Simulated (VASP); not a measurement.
# Si7P (P1) in VASP: relaxation of cell and atoms with PBE

Aim: the relaxation of cell and atoms of Si7P with PBE.

Program: VASP 6.6.1. These are calculated values, not measurements. Logs are shortened: lines on timing, memory, paths and dates and some standing lists are left out, and cuts for length are marked.

### Step 1. The cell of the first run

The typed cell holds 8 atoms: a = 5.410 Å, b = 5.300 Å, c = 5.371 Å, α = 90.96°, β = 89.80°, γ = 88.91°.

### Step 2. Relaxation of cell and atoms, PBE

Input file INCAR:

```
ALGO     = Normal         # electronic algorithm
EDIFF    = 1E-6           # SCF threshold, eV
EDIFFG   = -0.025         # ionic threshold
ENCUT    = 600            # plane-wave cutoff, eV
GGA      = PE             # functional
IBRION   = 2              # ionic algorithm
ISIF     = 3              # what is computed and relaxed
ISMEAR   = 0              # smearing method
LASPH    = True           # aspherical terms in the spheres
LCHARG   = False          # write CHGCAR
LREAL    = False          # projectors in reciprocal space
LWAVE    = False          # write WAVECAR
NELM     = 100            # most SCF steps
NSW      = 80             # ionic steps
PREC     = Accurate       # precision mode
SIGMA    = 0.2            # smearing width, eV
```

Input file KPOINTS:

```
k-points
0
Gamma
  4 4 4
```

Input file POSCAR:

```
Si7P
1.0
    5.4098123223      0.0509844443      0.0097910814
    0.0509844443      5.2998092237     -0.0448175360
    0.0097910814     -0.0448175360      5.3704376823
Si P
7 1
Direct
    0.0061730099      0.4927202431      0.5067310410
    0.7288692951      0.7576172491      0.2618475655
    0.5070275347     -0.0016293149      0.5144028955
    0.7415124871      0.2508051016      0.7502484275
    0.5023044719      0.5036186355     -0.0031919124
    0.2499877078      0.7491609723      0.7414207098
    0.2712588244      0.2480897598      0.2358067414
   -0.0071333309     -0.0003826465     -0.0072654683
```

Potentials or basis: VASP PAW PBE potentials, release 64 (Si, P).

On the command line:

```bash
$ cat potpaw_PBE.64/Si/POTCAR potpaw_PBE.64/P/POTCAR > POTCAR
$ mpirun -np 1 vasp_std > vasp.out
```

OUTCAR:

```text
EDIFF = 1E-6
   EDIFFG = -0.025
   ENCUT = 600
   GGA = PE
   IBRION = 2
   ISIF = 3
   ISMEAR = 0
   LASPH = True
   LREAL = False
   NELM = 100
   NSW = 80
   PREC = Accurate

 ion  position               nearest neighbor table
   1  0.006  0.493  0.507-   6 2.28   4 2.35   7 2.39   2 2.44
   2  0.729  0.758  0.262-   3 2.19   5 2.31   8 2.43   1 2.44
   3  0.507  0.998  0.514-   2 2.19   4 2.24   6 2.30   7 2.37
   4  0.742  0.251  0.750-   3 2.24   5 2.26   8 2.31   1 2.35
   5  0.502  0.504  0.997-   4 2.26   7 2.27   2 2.31   6 2.33
   6  0.250  0.749  0.741-   1 2.28   3 2.30   8 2.32   5 2.33
   7  0.271  0.248  0.236-   5 2.27   3 2.37   1 2.39   8 2.40
   8  0.993  1.000  0.993-   4 2.31   6 2.32   7 2.40   2 2.43

  LATTYP: Found a triclinic cell.
 ALAT       =     7.4820359024
 B/A-ratio  =     0.7083959513
 C/A-ratio  =     1.0206697622
 COS(alpha) =     0.0016767910
 COS(beta)  =     0.5078031265
 COS(gamma) =     0.6963496640

  Lattice vectors:

 A1 = (  -0.0607755257,  -5.2549916877,  -5.3256201463)
 A2 = (  -0.0509844443,  -5.2998092237,   0.0448175360)
 A3 = (  -5.4196034037,  -0.0061669083,  -5.3802287637)

Analysis of symmetry for initial positions (statically):
=====================================================================
 Subroutine PRICEL returns:
 Original cell was already a primitive cell.

 Routine SETGRP: Setting up the symmetry group for a
 triclinic supercell.

 Subroutine GETGRP returns: Found  1 space group operations
 (whereof  1 operations were pure point group operations)
 out of a pool of  2 trial point group operations.

The static configuration has the point symmetry C_1 .

Analysis of symmetry for dynamics (positions and initial velocities):
=====================================================================
 Subroutine PRICEL returns:
 Original cell was already a primitive cell.

 Routine SETGRP: Setting up the symmetry group for a
 triclinic supercell.

 Subroutine GETGRP returns: Found  1 space group operations
 (whereof  1 operations were pure point group operations)
 out of a pool of  2 trial point group operations.

The dynamic configuration has the point symmetry C_1 .

 Subroutine INISYM returns: Found  1 space group operations
 (whereof  1 operations are pure point group operations),
 and found     1 'primitive' translations

----------------------------------------------------------------------------------------

                                     Primitive cell

  volume of cell :     153.9503

  direct lattice vectors                    reciprocal lattice vectors
     5.409812322  0.050984444  0.009791081     0.184866722 -0.001781403 -0.000351905
     0.050984444  5.299809224 -0.044817536    -0.001781403  0.188716520  0.001578130
     0.009791081 -0.044817536  5.370437682    -0.000351905  0.001578130  0.186218374

  length of vectors
     5.410061427  5.300243941  5.370633610     0.184875639  0.188731525  0.186225394

  position of ions in fractional coordinates (direct lattice)
     0.006173010  0.492720243  0.506731041
     0.728869295  0.757617249  0.261847565
     0.507027535  0.998370685  0.514402895
     0.741512487  0.250805102  0.750248427
     0.502304472  0.503618635  0.996808088
     0.249987708  0.749160972  0.741420710
     0.271258824  0.248089760  0.235806741
     0.992866669  0.999617353  0.992734532

  ion indices of the primitive-cell ions
   primitive index   ion index
                 1           1
                 2           2
                 3           3
                 4           4
                 5           5
                 6           6
                 7           7
                 8           8

----------------------------------------------------------------------------------------

 KPOINTS: k-points

Automatic generation of k-mesh.
 Grid dimensions read from file:
 generate k-points for:    4    4    4

 Generating k-lattice:

  Cartesian coordinates                     Fractional coordinates (reciprocal lattice)
     0.046216680 -0.000445351 -0.000087976     0.250000000  0.000000000  0.000000000
    -0.000445351  0.047179130  0.000394533    -0.000000000  0.250000000  0.000000000
    -0.000087976  0.000394533  0.046554594    -0.000000000  0.000000000  0.250000000

  Length of vectors
     0.046218910  0.047182881  0.046556348

  Shift w.r.t. Gamma in fractional coordinates (k-lattice)
     0.000000000  0.000000000  0.000000000

 Subroutine IBZKPT returns following result:
 ===========================================

 Found     36 irreducible k-points:

 Following reciprocal coordinates:
            Coordinates               Weight
  0.000000  0.000000  0.000000      1.000000
  0.250000 -0.000000  0.000000      2.000000
  0.500000 -0.000000  0.000000      1.000000
 -0.000000  0.250000  0.000000      2.000000
  0.250000  0.250000 -0.000000      2.000000
  0.500000  0.250000 -0.000000      2.000000
[... 16 lines left out ...]
  0.000000 -0.250000  0.250000      2.000000
  0.250000 -0.250000  0.250000      2.000000
 [... further k-points ...]
   k-points           NKPTS =     36   k-points in BZ     NKDIM =     36   number of bands    NBANDS=     21
   number of dos      NEDOS =    301   number of ions     NIONS =      8
   total plane-waves  NPLWV =  96768
   dimension x,y,z NGX =    48 NGY =   42 NGZ =   48
   dimension x,y,z NGXF=    96 NGYF=   84 NGZF=   96
   ions per type =               7   1
   NGX,Y,Z   is equivalent  to a cutoff of  14.75, 13.17, 14.86 a.u.
   NGXF,Y,Z  is equivalent  to a cutoff of  29.50, 26.35, 29.72 a.u.
 SYSTEM =  unknown system
   PREC   = accura    normal or accurate (medium, high low for compatibility)
   ISTART =      0    job   : 0-new  1-cont  2-samecut
   ICHARG =      2    charge: 1-file 2-atom 10-const
   ISPIN  =      1    spin polarized calculation?
   LNONCOLLINEAR =      F non collinear calculations
   LSORBIT =      F    spin-orbit coupling
   LASPH  =      T    aspherical Exc in radial PAW
   ENCUT  =  600.0 eV  44.10 Ry    6.64 a.u.  10.81 10.59 10.73*2*pi/ulx,y,z
   NELM   =    100;   NELMIN=  2; NELMDL= -5     # of ELM steps
   EDIFF  = 0.1E-05   stopping-criterion for ELM
   LREAL  =      F    real-space projection
   EDIFFG = -.3E-01   stopping-criterion for IOM
   NSW    =     80    number of steps for IOM
   IBRION =      2    ionic relax: 0-MD 1-quasi-New 2-CG
   NFREE  =      1    steps in history (QN), initial steepest desc. (CG)
   ISIF   =      3    stress and relaxation
   ISYM   =      2    0-nonsym 1-usesym 2-fastsym
   POTIM  = 0.5000    time-step for ionic-motion
   TEBEG  =    0.0;   TEEND  =   0.0 temperature during run
   PSTRESS=    0.0 pullay stress
   NELECT =      33.0000    total number of electrons
   NUPDOWN=      -1.0000    fix difference up-down
   EMIN   =  10.00;   EMAX   =-10.00  energy-range for DOS
   EFERMI =   0.00;   METHOD = LEGACY
   ISMEAR =     0;   SIGMA  =   0.20  broadening in eV -4-tet -1-fermi 0-gaus
   EFERMI_NEDOS =   21; number of points for ismear=-14 and -15
   IALGO  =     38    algorithm
   IMIX   =      4    mixing-type and parameters
     AMIX     =   0.40;   BMIX     =  1.00
     AMIX_MAG =   1.60;   BMIX_MAG =  1.00
  volume/ion in A,a.u.               =      19.24       129.86
  Fermi-wavevector in a.u.,A,eV,Ry     =   0.979759  1.851476 13.060612  0.959928
  Thomas-Fermi vector in A             =   2.110637
   LORBIT       =      0    0 simple, 1 ext, 2 COOP (PROOUT), +10 PAW based schemes
   GGA     = PE    functional components
   LHFCALC =     F    Hartree Fock is set to
   AEXX    =    0.0000 exact exchange contribution
   IVDW    =     0    specifies the selected vdW correction
   LEPSILON=     F    determine dielectric tensor
   LRPA    =     F    only Hartree local field effects (RPA)
 conjugate gradient relaxation of ions
 non-spin polarized calculation
 Gauss-broadening in eV      SIGMA  =   0.20
  energy-cutoff  :      600.00
  volume of cell :      153.95
 maximum number of plane-waves:      5154
 NGX is ok and might be reduce to    48
   NGX = 21   NGY = 21   NGZ = 21

--------------------------------------- Ionic step        1  -------------------------------------------

 number of electron      33.0000000 magnetization

 Free energy of the ion-electron system (eV)
  ---------------------------------------------------
  ext. energy  EPLUGINS =         0.00000000
  ---------------------------------------------------
  free energy    TOTEN  =       -42.67875803 eV

  energy without entropy =      -42.64415531  energy(sigma->0) =      -42.66145667

------------------------ aborting loop because EDIFF is reached ----------------------------------------

  FORCE on cell =-STRESS in cart. coord.  units (eV):
  Direction    XX          YY          ZZ          XY          YZ          ZX
  --------------------------------------------------------------------------------------
  -------------------------------------------------------------------------------------
  Total        3.3541417      4.5566227      3.7394071     -0.1971825      3.0236093     -1.4657229
  in kB       34.9069140     47.4212640     38.9164132     -2.0520996     31.4670275    -15.2539360
  external PRESSURE =      40.4148637 kB  Pullay stress =       0.0000000 kB
[... 107 lines left out ...]
  FREE ENERGIE OF THE ION-ELECTRON SYSTEM (eV)
  ---------------------------------------------------
  free  energy   TOTEN  =       -43.0231321731 eV

  energy  without entropy=      -42.9845169642  energy(sigma->0) =      -43.00382457

[... ionic steps 4 to 14 ...]

--------------------------------------- Ionic step       15  -------------------------------------------

 number of electron      32.9999999 magnetization

------------------------ aborting loop because EDIFF is reached ----------------------------------------

  FORCE on cell =-STRESS in cart. coord.  units (eV):
  Direction    XX          YY          ZZ          XY          YZ          ZX
  --------------------------------------------------------------------------------------
  -------------------------------------------------------------------------------------
  Total        0.0497079     -0.0704767      0.0181497      0.0345435      0.0002472     -0.0179655
  in kB        0.4997404     -0.7085402      0.1824689      0.3472846      0.0024856     -0.1806168
  external PRESSURE =      -0.0087770 kB  Pullay stress =       0.0000000 kB
[... 69 lines left out ...]
  energy  without entropy=      -43.0770446799  energy(sigma->0) =      -43.09634889

--------------------------------------- Ionic step       17  -------------------------------------------

 number of electron      32.9999999 magnetization

 Free energy of the ion-electron system (eV)
  ---------------------------------------------------
  ext. energy  EPLUGINS =         0.00000000
  ---------------------------------------------------
  free energy    TOTEN  =       -43.11590236 eV

  energy without entropy =      -43.07725397  energy(sigma->0) =      -43.09657816

 E-fermi :   6.8130     XC(G=0):  -9.4822

 val. band max:        6.8095070361   @ k =   0.0000   0.0000   0.5000
 cond. band min:       7.0317921185   @ k =   0.2500   0.5000   0.5000
 fundamental gap:      0.2222850824
 Fermi energy:         6.8129518889

 k-point     1 :       0.0000    0.0000    0.0000
  band No.  band energies     occupation
      1      -6.8355      2.00000
      2      -3.9427      2.00000
      3      -2.1735      2.00000
      4      -2.1710      2.00000
      5      -2.1608      2.00000
      6      -1.9749      2.00000
[... 550 lines left out ...]
      5      -1.2530      2.00000
      6      -0.7304      2.00000
[... 13 lines left out ...]
     20       7.6882      0.00000
     21       9.0762      0.00000

 [... further k-points ...]
[... 5 lines left out ...]
  --------------------------------------------------------------------------------------
  -------------------------------------------------------------------------------------
  Total        0.0075968     -0.0101130      0.0022520      0.0825729      0.0004256      0.0149827
  in kB        0.0763746     -0.1016713      0.0226403      0.8301519      0.0042791      0.1506293
  external PRESSURE =      -0.0008854 kB  Pullay stress =       0.0000000 kB
[... 23 lines left out ...]
  FREE ENERGIE OF THE ION-ELECTRON SYSTEM (eV)
  ---------------------------------------------------
  free  energy   TOTEN  =       -43.1159023583 eV

  energy  without entropy=      -43.0772539690  energy(sigma->0) =      -43.09657816

 reached required accuracy - stopping structural energy minimisation
```

Wall time 19 min (1 thread of Intel Xeon Platinum 8488C (Sapphire Rapids), shared host); peak memory 0.36 GiB.

What came out:

```
Free energy                           : -43.1159 eV
Relaxed volume                        : 19.92 Å³/atom
Relaxed cell                          : a = 5.415 Å, b = 5.425 Å, c = 5.425 Å, α = 90.00°, β = 90.00°, γ = 90.13°
Space group after relaxing (to 0.1 Å) : P-43m (No. 215)
Energy gained by relaxing             : 54.6 meV/atom
Ionic steps                           : 17
Pressure after relaxing               : 0.0 GPa
Largest force after relaxing          : 0.018 eV/Å
```

Forces in eV/Å, atoms in the order of the input:
```
Si  -0.004 -0.006 -0.003
Si   0.003  0.001 -0.010
Si  -0.007 -0.009  0.001
Si  -0.001  0.006  0.012
Si   0.015 -0.004 -0.010
Si   0.010  0.003 -0.002
Si  -0.011  0.003  0.014
P   -0.004  0.005 -0.003
```

The path:
| step | energy change (eV) | largest force (eV/Å) | pressure (GPa) | volume (Å³) |
| --- | --- | --- | --- | --- |
| 1 | 0.0000 | 2.4261 | 4.04 | 153.95 |
| 2 | -0.2607 | 0.9346 | -2.54 | 164.95 |
| 3 | -0.3444 | 0.8126 | -0.78 | 161.03 |
| 4 | -0.4139 | 0.2080 | -0.47 | 160.17 |
| 5 | -0.4159 | 0.2587 | -0.38 | 160.00 |
| 6 | -0.4247 | 0.1377 | 0.26 | 158.80 |
| 7 | -0.4247 | 0.1371 | 0.23 | 158.86 |
| 8 | -0.4287 | 0.1117 | 0.08 | 159.15 |
| 9 | -0.4302 | 0.1675 | -0.09 | 159.47 |
| 10 | -0.4334 | 0.0888 | -0.07 | 159.47 |
| 11 | -0.4351 | 0.0884 | -0.06 | 159.46 |
| 12 | -0.4351 | 0.0885 | -0.06 | 159.46 |
| 13 | -0.4360 | 0.0709 | 0.06 | 159.25 |
| 14 | -0.4362 | 0.0546 | 0.02 | 159.32 |
| 15 | -0.4368 | 0.0299 | 0.00 | 159.36 |
| 16 | -0.4369 | 0.0452 | -0.01 | 159.38 |
| 17 | -0.4371 | 0.0185 | 0.00 | 159.36 |

Final structure:
```yaml
crystal:
  lattice:
    - [5.41482, -0.00609, 0.00013]
    - [-0.00619, 5.42476, -0.00050]
    - [-0.00014, 0.00014, 5.42533]
  atoms:
    - { symbol: Si, position: [0.00044, 0.49985, 0.49962] }
    - { symbol: Si, position: [0.74836, 0.74867, 0.25183] }
    - { symbol: Si, position: [0.50006, 0.00031, 0.49998] }
    - { symbol: Si, position: [0.74874, 0.25132, 0.74906] }
    - { symbol: Si, position: [0.49983, 0.50024, 0.99972] }
    - { symbol: Si, position: [0.25121, 0.74907, 0.74915] }
    - { symbol: Si, position: [0.25163, 0.25082, 0.25074] }
    - { symbol: P, position: [0.99972, 0.99972, 0.99991] }
```

Caveat: the highest band is partly filled, so the run has too few bands.
